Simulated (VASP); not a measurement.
Set up this calculation in VASP 6.6.1, as the native input.

```
Task                   : single point
Functional             : PBEsol
Potentials or basis    : VASP PAW PBE potentials, release 64 (Rh_pv)
Cutoff                 : 520 eV
k mesh                 : 18 × 18 × 10
Occupations            : gaussian, width 0.1 eV
Spin                   : no spin polarisation
Dipole correction      : no
Further INCAR settings : ALGO = Fast; EDIFF = 1e-06; NBANDS = 22
```

The structure of Rh lies in POSCAR:

```
Rh
1.0
    2.7432800134      0.0000000000      0.0000000000
   -1.3716400067      2.3757501813      0.0000000000
    0.0000000000      0.0000000000      4.4081011831
Rh
2
Direct
    0.6666666667      0.3333333333      0.7500000000
    0.3333333333      0.6666666667      0.2500000000
```

This cell differs from its parent crystal: volume scaled by 1.06, then relaxed in part.

These files were run (other wordings do the same):

INCAR

```
SYSTEM = Rh
PREC     = Accurate       ! precision mode
ENCUT    = 520            ! plane-wave cutoff, eV
EDIFF    = 1E-6           ! SCF threshold, eV
ISMEAR   = 0              ! smearing method
SIGMA    = 0.1            ! smearing width, eV
LREAL    = .FALSE.        ! projectors in reciprocal space
LASPH    = .TRUE.         ! aspherical terms in the spheres
NELM     = 60             ! most SCF steps
ALGO     = Fast           ! electronic algorithm
ISIF     = 2              ! what is computed and relaxed
LWAVE    = .FALSE.        ! write WAVECAR
LCHARG   = .FALSE.        ! write CHGCAR
GGA      = PS             ! functional
NBANDS   = 22             ! bands
```

KPOINTS

```
Automatic mesh
0
G
  18 18 10
  0 0 0
```

Potentials or basis: VASP PAW PBE potentials, release 64 (Rh_pv).

Command:

```sh
$ cat potpaw_PBE.64/Rh_pv/POTCAR > POTCAR
$ mpirun -np 1 vasp_std > vasp.out
```

Results of the run:

```
Pressure               : -14.8 GPa
Band gap on the k mesh : zero (band 15 reaches 11.66 eV, above the bottom of band 16 at 9.38 eV)
```

Caveat: the PAW data sets were made with another functional, which shifts forces and pressure a little.

Wall time 52 s on 1 thread of Intel(R) Xeon(R) 6975P-C (Granite Rapids), with other jobs on the host, peak memory 0.21 GiB.
